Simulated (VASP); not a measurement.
# CdF2 (Fm-3m) in VASP: further runs

CdF2 is run at these levels: LDA; tasks: vibrations by perturbation theory.

All numbers are computed with VASP 6.6.1; they aren't measurements. Logs are shortened: lines on timing, memory, paths and dates and some standing lists are left out, and cuts for length are marked.

## (1) The cell of the first run

Symmetry: Fm-3m, No. 225, cubic system. Conventional cell: a = 5.229 Å, b = 5.229 Å, c = 5.229 Å, α = 90.00°, β = 90.00°, γ = 90.00°. Cd (site symmetry m-3m) has 8 F at 2.26 Å within 3.0 Å. F (site symmetry -43m) has 4 Cd at 2.26 Å and 6 F at 2.61 Å within 3.0 Å.

## (2) Vibrations by perturbation theory, LDA

INCAR

```
PREC     = Accurate       # precision mode
ENCUT    = 520            # plane-wave cutoff, eV
EDIFF    = 1E-8           # SCF threshold, eV
ISMEAR   = 0              # smearing method
SIGMA    = 0.01           # smearing width, eV
LREAL    = F              # projectors in reciprocal space
LASPH    = T              # aspherical terms in the spheres
NELM     = 80             # most SCF steps
ALGO     = Normal         # electronic algorithm
ISIF     = 2              # what is computed and relaxed
LWAVE    = F              # write WAVECAR
LCHARG   = T              # write CHGCAR
IBRION   = 8              # ionic algorithm
NSW      = 1              # ionic steps
LEPSILON = T              # dielectric tensor by DFPT
```

KPOINTS

```
Automatic mesh
0
Gamma
  8 8 8
```

POSCAR

```
CdF2
1.0
    0.0000000000      2.6146000000      2.6146000000
    2.6146000000      0.0000000000      2.6146000000
    2.6146000000      2.6146000000      0.0000000000
Cd F
1 2
Direct
    0.0000000000      0.0000000000      0.0000000000
    0.2500000000      0.2500000000      0.2500000000
    0.7500000000      0.7500000000      0.7500000000
```

Potentials or basis: VASP PAW LDA potentials, release 64 (Cd, F).

On the command line:

```
> cat potpaw_LDA.64/Cd/POTCAR potpaw_LDA.64/F/POTCAR > POTCAR
> mpirun -np 1 vasp_std > vasp.out
```

OUTCAR:

```text
PREC = Accurate
   ENCUT = 520
   EDIFF = 1E-8
   ISMEAR = 0
   LREAL = F
   LASPH = T
   NELM = 80
   ISIF = 2
   IBRION = 8
   NSW = 1
   LEPSILON = T

 ion  position               nearest neighbor table
   1  0.000  0.000  0.000-   2 2.26   3 2.26   3 2.26   3 2.26   3 2.26   2 2.26   2 2.26   2 2.26

   2  0.250  0.250  0.250-   1 2.26   1 2.26   1 2.26   1 2.26
   3  0.750  0.750  0.750-   1 2.26   1 2.26   1 2.26   1 2.26

  LATTYP: Found a face centered cubic cell.
 ALAT       =     5.2292000000

  Lattice vectors:

 A1 = (   0.0000000000,   2.6146000000,   2.6146000000)
 A2 = (   2.6146000000,   0.0000000000,   2.6146000000)
 A3 = (   2.6146000000,   2.6146000000,   0.0000000000)

Analysis of symmetry for initial positions (statically):
=====================================================================
 Subroutine PRICEL returns:
 Original cell was already a primitive cell.

 Routine SETGRP: Setting up the symmetry group for a
 face centered cubic supercell.

 Subroutine GETGRP returns: Found 48 space group operations
 (whereof 48 operations were pure point group operations)
 out of a pool of 48 trial point group operations.

The static configuration has the point symmetry O_h .

Analysis of symmetry for dynamics (positions and initial velocities):
=====================================================================
 Subroutine PRICEL returns:
 Original cell was already a primitive cell.

 Routine SETGRP: Setting up the symmetry group for a
 face centered cubic supercell.

 Subroutine GETGRP returns: Found 48 space group operations
 (whereof 48 operations were pure point group operations)
 out of a pool of 48 trial point group operations.

The dynamic configuration has the point symmetry O_h .

 Subroutine INISYM returns: Found 48 space group operations
 (whereof 48 operations are pure point group operations),
 and found     1 'primitive' translations

----------------------------------------------------------------------------------------

                                     Primitive cell

  volume of cell :      35.7475

  direct lattice vectors                    reciprocal lattice vectors
     0.000000000  2.614600000  2.614600000    -0.191233841  0.191233841  0.191233841
     2.614600000  0.000000000  2.614600000     0.191233841 -0.191233841  0.191233841
     2.614600000  2.614600000  0.000000000     0.191233841  0.191233841 -0.191233841

  length of vectors
     3.697602780  3.697602780  3.697602780     0.331226728  0.331226728  0.331226728

  position of ions in fractional coordinates (direct lattice)
     0.000000000  0.000000000  0.000000000
     0.250000000  0.250000000  0.250000000
     0.750000000  0.750000000  0.750000000

  ion indices of the primitive-cell ions
   primitive index   ion index
                 1           1
                 2           2
                 3           3

----------------------------------------------------------------------------------------

 KPOINTS: Automatic mesh

[... 647 lines left out ...]
------------------------ aborting loop because EDIFF is reached ----------------------------------------

--------------------------------------- Ionic step        3  -------------------------------------------

------------------------ aborting loop because EDIFF is reached ----------------------------------------

 PIEZOELECTRIC TENSOR FIELD DIRECTION 3  (e Angst)
 -----------------------------------------------------------------------------
    -0.00003  0.00000  0.00000           ( -0.00001  0.00000  0.00000)
     0.00000 -0.00003 -0.00000           (  0.00000 -0.00001  0.00000)
    -0.00000  0.00000 -0.00043           (  0.00000  0.00000 -0.00002)

 PIEZOELECTRIC TENSOR FIELD DIRECTION 3  (C/m^2)
 -----------------------------------------------------------------------------
    -0.00001  0.00000  0.00000
     0.00000 -0.00001 -0.00000
    -0.00000  0.00000 -0.00019

--------------------------------------- Ionic step        4  -------------------------------------------

------------------------ aborting loop because EDIFF is reached ----------------------------------------

[... ionic steps 5 to 6 ...]

--------------------------------------- Ionic step        7  -------------------------------------------

 Free energy of the ion-electron system (eV)
  ---------------------------------------------------
  ---------------------------------------------------
  free energy    TOTEN  =        -0.52397585 eV

  energy without entropy =       -0.52397585

------------------------ aborting loop because EDIFF is reached ----------------------------------------

 INTERNAL STRAIN TENSOR  FOR ION    2  DIRECTION 1   (eV/Angst):
 -----------------------------------------------------------------------------
    -0.00420  0.00000  0.00000
     0.00000  0.00188 -4.30683
     0.00000 -4.30683  0.00188

 MACROSCOPIC STATIC DIELECTRIC TENSOR (including local field effects in DFT)
 ------------------------------------------------------
           2.873444     0.000000    -0.000000
           0.000000     2.873444     0.000000
           0.000000     0.000000     2.873444
 ------------------------------------------------------

 PIEZOELECTRIC TENSOR (including local field effects)  for field in x, y, z        (e  Angst)
          XX          YY          ZZ          XY          YZ          ZX
  --------------------------------------------------------------------------------
  x     0.00000     0.00000     0.00000     0.00000     0.00000     0.00000
  y     0.00000     0.00000     0.00000     0.00000     0.00000     0.00000
  z     0.00000     0.00000     0.00000     0.00000     0.00000     0.00000

 PIEZOELECTRIC TENSOR (including local field effects)  for field in x, y, z        (C/m^2)
          XX          YY          ZZ          XY          YZ          ZX
  --------------------------------------------------------------------------------
  x     0.00000     0.00000     0.00000     0.00000     0.00000     0.00000
  y     0.00000     0.00000     0.00000     0.00000     0.00000     0.00000
  z     0.00000     0.00000     0.00000     0.00000     0.00000     0.00000

 BORN EFFECTIVE CHARGES (including local field effects) (in |e|, cummulative output)
 ---------------------------------------------------------------------------------
 ion    1
    1     2.41315     0.00000     0.00000
    2     0.00000     2.41315     0.00000
    3     0.00000     0.00000     2.41315
 ion    2
    1    -1.20657     0.00000     0.00000
    2     0.00000    -1.20657     0.00000
    3     0.00000     0.00000    -1.20657
 ion    3
    1    -1.20657     0.00000     0.00000
    2     0.00000    -1.20657     0.00000
    3     0.00000     0.00000    -1.20657

 INTERNAL STRAIN TENSOR FOR ION    3 for displacements in x,y,z  (eV/Angst):
          X           Y           Z          XY          YZ          ZX
  --------------------------------------------------------------------------------
  x    -0.00000     0.00000     0.00000     0.00000     4.30683     0.00000
  y     0.00000     0.00000     0.00000     0.00000     0.00000     4.30683
  z     0.00000     0.00000     0.00000     4.30683     0.00000     0.00000

 SECOND DERIVATIVES (NOT SYMMETRIZED)
 ------------------------------------
               1X          1Y          1Z          2X          2Y          2Z          3X          3Y          3Z
  1X    -8.080345    0.000000    0.000000    4.040172    0.000000    0.000000    4.040172    0.000000    0.000000
  1Y     0.000000   -8.080345    0.000000    0.000000    4.040172    0.000000    0.000000    4.040172    0.000000
  1Z     0.000000    0.000000   -8.080345    0.000000    0.000000    4.040172    0.000000    0.000000    4.040172
  2X     4.095445    0.000000    0.000000   -6.394147    0.000000    0.000000    2.298702    0.000000    0.000000
  2Y     0.000000    4.095445    0.000000    0.000000   -6.394147    0.000000    0.000000    2.298702    0.000000
  2Z     0.000000    0.000000    4.095445    0.000000    0.000000   -6.394147    0.000000    0.000000    2.298702
  3X     4.095445    0.000000    0.000000    2.298702    0.000000    0.000000   -6.394147    0.000000    0.000000
  3Y     0.000000    4.095445    0.000000    0.000000    2.298702    0.000000    0.000000   -6.394147    0.000000
  3Z     0.000000    0.000000    4.095445    0.000000    0.000000    2.298702    0.000000    0.000000   -6.394147

 Eigenvectors and eigenvalues of the dynamical matrix
 ----------------------------------------------------

   1 f  =   10.574939 THz    66.444299 2PiTHz  352.741983 cm-1    43.734412 meV
             X         Y         Z           dx          dy          dz
      0.000000  0.000000  0.000000    -0.000000   -0.000000    0.000000
      1.307300  1.307300  1.307300    -0.468722    0.528875    0.024296
      3.921900  3.921900  3.921900     0.468722   -0.528875   -0.024296
[... 43 lines left out ...]
   9 f/i=    0.024660 THz     0.154946 2PiTHz    0.822583 cm-1     0.101987 meV
             X         Y         Z           dx          dy          dz
      0.000000  0.000000  0.000000     0.415685    0.757841   -0.053054
      1.307300  1.307300  1.307300     0.169734    0.309444   -0.021663
      3.921900  3.921900  3.921900     0.169734    0.309444   -0.021663

--------------------------------------------------------------------------------------------------------

 MACROSCOPIC STATIC DIELECTRIC TENSOR IONIC CONTRIBUTION
 ------------------------------------------------------
           3.631386     0.000000    -0.000000
           0.000000     3.631386    -0.000000
          -0.000000    -0.000000     3.631386
 ------------------------------------------------------

 ELASTIC MODULI CONTR FROM IONIC RELAXATION (kBar)
 Direction    XX          YY          ZZ          XY          YZ          ZX
 --------------------------------------------------------------------------------
 XX          -0.0000     -0.0000     -0.0000     -0.0000      0.0000     -0.0000
 YY          -0.0000     -0.0000     -0.0000     -0.0000      0.0000     -0.0000
 ZZ          -0.0000     -0.0000     -0.0000     -0.0000      0.0000     -0.0000
 XY          -0.0000     -0.0000     -0.0000   -191.2702      0.0000     -0.0000
 YZ           0.0000      0.0000      0.0000      0.0000   -191.2702      0.0000
 ZX          -0.0000     -0.0000     -0.0000     -0.0000      0.0000   -191.2702
 --------------------------------------------------------------------------------

 PIEZOELECTRIC TENSOR IONIC CONTR  for field in x, y, z        (C/m^2)
          XX          YY          ZZ          XY          YZ          ZX
  --------------------------------------------------------------------------------
  x    -0.00000    -0.00000    -0.00000    -0.00000     0.00000    -0.00000
  y     0.00000    -0.00000    -0.00000    -0.00000    -0.00000    -0.00000
  z    -0.00000     0.00000     0.00000     0.00000     0.00000     0.00000
```

Run time: 1.9 min. Hardware: 1 thread of Intel Xeon 6975P-C (Granite Rapids), shared host; peak memory 0.32 GiB.

Results:

| Quantity | Value |
| --- | --- |
| Electronic dielectric tensor (diagonal) | 2.87 |
| Born charges (mean of the diagonal) | Cd +2.41; F -1.21 e |
| Highest phonon frequency at Γ, LO-TO splitting left out | 353 cm⁻¹ |

Phonon frequencies in cm⁻¹ (negative: imaginary):
```
              q point                       frequencies
(0.000, 0.000, 0.000)  -1 -1 -1 280 280 280 353 353 353
```

Electronic dielectric tensor:
```
2.87 0.00 0.00
0.00 2.87 0.00
0.00 0.00 2.87
```

Born effective charge tensors (e):
atom 1, Cd
```
2.41 0.00 0.00
0.00 2.41 0.00
0.00 0.00 2.41
```
atom 2, F
```
-1.21  0.00  0.00
 0.00 -1.21  0.00
 0.00  0.00 -1.21
```
atom 3, F
```
-1.21  0.00  0.00
 0.00 -1.21  0.00
 0.00  0.00 -1.21
```

Caveat: the cell wasn't relaxed at this level first, which shifts response properties.

## (3) Vibrations by perturbation theory, LDA

This run uses another cell than the first one, of 12.73 Å³/atom, 1.069 times its volume.

INCAR

```
SYSTEM = CdF2
  ALGO = Normal
  EDIFF = 1E-8
  ENCUT = 520
  GGA = CA
  IBRION = 8
  ISIF = 2
  ISMEAR = 0
  LASPH = .TRUE.
  LCHARG = .FALSE.
  LEPSILON = .TRUE.
  LREAL = .FALSE.
  LWAVE = .FALSE.
  NBANDS = 20
  NELM = 100
  NSW = 1
  PREC = Accurate
  SIGMA = 0.01
```

KPOINTS

```
k-points
0
G
  8 8 8
  0 0 0
```

POSCAR

```
CdF2
1.0
    0.0000000000      2.6731000000      2.6731000000
    2.6731000000      0.0000000000      2.6731000000
    2.6731000000      2.6731000000      0.0000000000
Cd F
1 2
Direct
    0.0000000000      0.0000000000      0.0000000000
    0.2500000000      0.2500000000      0.2500000000
    0.7500000000      0.7500000000      0.7500000000
```

Potentials or basis: VASP PAW LDA potentials, release 64 (Cd, F).

On the command line:

```
> cat potpaw_LDA.64/Cd/POTCAR potpaw_LDA.64/F/POTCAR > POTCAR
> mpirun -np 1 vasp_std > vasp.out
```

OUTCAR:

```text
SYSTEM = CdF2
   EDIFF = 1E-8
   ENCUT = 520
   GGA = CA
   IBRION = 8
   ISIF = 2
   ISMEAR = 0
   LASPH = .TRUE.
   LEPSILON = .TRUE.
   LREAL = .FALSE.
   NELM = 100
   NSW = 1
   PREC = Accurate

 ion  position               nearest neighbor table
   1  0.000  0.000  0.000-   3 2.31   3 2.31   3 2.31   2 2.31   3 2.31   2 2.31   2 2.31   2 2.31

   2  0.250  0.250  0.250-   1 2.31   1 2.31   1 2.31   1 2.31
   3  0.750  0.750  0.750-   1 2.31   1 2.31   1 2.31   1 2.31

  LATTYP: Found a face centered cubic cell.
 ALAT       =     5.3462000000

  Lattice vectors:

 A1 = (   0.0000000000,   2.6731000000,   2.6731000000)
 A2 = (   2.6731000000,   0.0000000000,   2.6731000000)
 A3 = (   2.6731000000,   2.6731000000,   0.0000000000)
[... 871 lines left out ...]
  2X     2.814757    0.000000    0.000000   -4.758193    0.000000    0.000000    1.943437    0.000000    0.000000
  2Y     0.000000    2.814757    0.000000    0.000000   -4.758193    0.000000    0.000000    1.943437    0.000000
  2Z     0.000000    0.000000    2.814757    0.000000    0.000000   -4.758193    0.000000    0.000000    1.943437
  3X     2.814757    0.000000    0.000000    1.943437    0.000000    0.000000   -4.758193    0.000000    0.000000
  3Y     0.000000    2.814757    0.000000    0.000000    1.943437    0.000000    0.000000   -4.758193    0.000000
  3Z     0.000000    0.000000    2.814757    0.000000    0.000000    1.943437    0.000000    0.000000   -4.758193

 Eigenvectors and eigenvalues of the dynamical matrix
 ----------------------------------------------------

   1 f  =    9.285109 THz    58.340061 2PiTHz  309.717901 cm-1    38.400108 meV
             X         Y         Z           dx          dy          dz
      0.000000  0.000000  0.000000     0.000000    0.000000   -0.000000
      1.336550  1.336550  1.336550    -0.129306   -0.695183   -0.000000
      4.009650  4.009650  4.009650     0.129306    0.695183    0.000000
[... 43 lines left out ...]
   9 f/i=    0.012649 THz     0.079473 2PiTHz    0.421909 cm-1     0.052310 meV
             X         Y         Z           dx          dy          dz
      0.000000  0.000000  0.000000    -0.655307   -0.562439    0.005952
      1.336550  1.336550  1.336550    -0.270525   -0.232187    0.002457
      4.009650  4.009650  4.009650    -0.270525   -0.232187    0.002457

--------------------------------------------------------------------------------------------------------

 MACROSCOPIC STATIC DIELECTRIC TENSOR IONIC CONTRIBUTION
 ------------------------------------------------------
           4.945407     0.000000    -0.000000
           0.000000     4.945407    -0.000000
          -0.000000    -0.000000     4.945407
 ------------------------------------------------------

 ELASTIC MODULI CONTR FROM IONIC RELAXATION (kBar)
 Direction    XX          YY          ZZ          XY          YZ          ZX
 --------------------------------------------------------------------------------
 XX          -0.0000     -0.0000     -0.0000     -0.0000     -0.0000     -0.0000
 YY          -0.0000     -0.0000     -0.0000     -0.0000     -0.0000     -0.0000
 ZZ          -0.0000     -0.0000     -0.0000     -0.0000     -0.0000     -0.0000
 XY          -0.0000     -0.0000     -0.0000    -61.5342      0.0000      0.0000
 YZ          -0.0000     -0.0000     -0.0000      0.0000    -61.5342     -0.0000
 ZX          -0.0000     -0.0000     -0.0000      0.0000     -0.0000    -61.5342
 --------------------------------------------------------------------------------

 PIEZOELECTRIC TENSOR IONIC CONTR  for field in x, y, z        (C/m^2)
          XX          YY          ZZ          XY          YZ          ZX
  --------------------------------------------------------------------------------
  x     0.00000     0.00000     0.00000     0.00000     0.00000     0.00000
  y    -0.00000    -0.00000    -0.00000     0.00000    -0.00000    -0.00000
  z     0.00000     0.00000     0.00000     0.00000    -0.00000     0.00000
```

OSZICAR:

```text
N       E                     dE             d eps       ncg     rms          rms(c)
DAV:   1     0.199048616834E+03    0.19905E+03   -0.15558E+04  1192   0.133E+03
DAV:   2    -0.559423539968E+01   -0.20464E+03   -0.19600E+03  1260   0.345E+02
DAV:   3    -0.142350106080E+02   -0.86408E+01   -0.86186E+01  1316   0.778E+01
DAV:   4    -0.142722627847E+02   -0.37252E-01   -0.37251E-01  1248   0.530E+00
[... 144 lines left out ...]
RMM:   7    -0.524721999412E+00    0.74943E-06   -0.10873E-08  6363   0.641E-04    0.128E-04
RMM:   8    -0.524722699884E+00   -0.70047E-06   -0.68084E-09  6257   0.127E-04    0.543E-05
RMM:   9    -0.524722641970E+00    0.57915E-07   -0.27974E-09  6299   0.964E-05    0.217E-05
RMM:  10    -0.524722485568E+00    0.15640E-06   -0.39078E-09  6388   0.480E-05    0.407E-06
RMM:  11    -0.524722478424E+00    0.71445E-08   -0.35274E-09  5992   0.363E-05    0.569E-07
 Linear response finished
```

Wall time 2.3 min (1 thread of Intel Xeon 6975P-C (Granite Rapids), shared host); peak memory 0.33 GiB.

Results:

- Electronic dielectric tensor (diagonal): 2.89
- Born charges (mean of the diagonal): Cd +2.43; F -1.22 e
- Highest phonon frequency at Γ, LO-TO splitting left out: 310 cm⁻¹

Phonon frequencies in cm⁻¹ (negative: imaginary):
| q point | frequencies |
| --- | --- |
| (0.000, 0.000, 0.000) | 0 0 0 232 232 232 310 310 310 |

Electronic dielectric tensor:
```
2.89 0.00 0.00
0.00 2.89 0.00
0.00 0.00 2.89
```

Born effective charge tensors (e):
atom 1, Cd
```
2.43 0.00 0.00
0.00 2.43 0.00
0.00 0.00 2.43
```
atom 2, F
```
-1.22  0.00  0.00
 0.00 -1.22  0.00
 0.00  0.00 -1.22
```
atom 3, F
```
-1.22  0.00  0.00
 0.00 -1.22  0.00
 0.00  0.00 -1.22
```

Caveat: the cell wasn't relaxed at this level first, which shifts response properties.
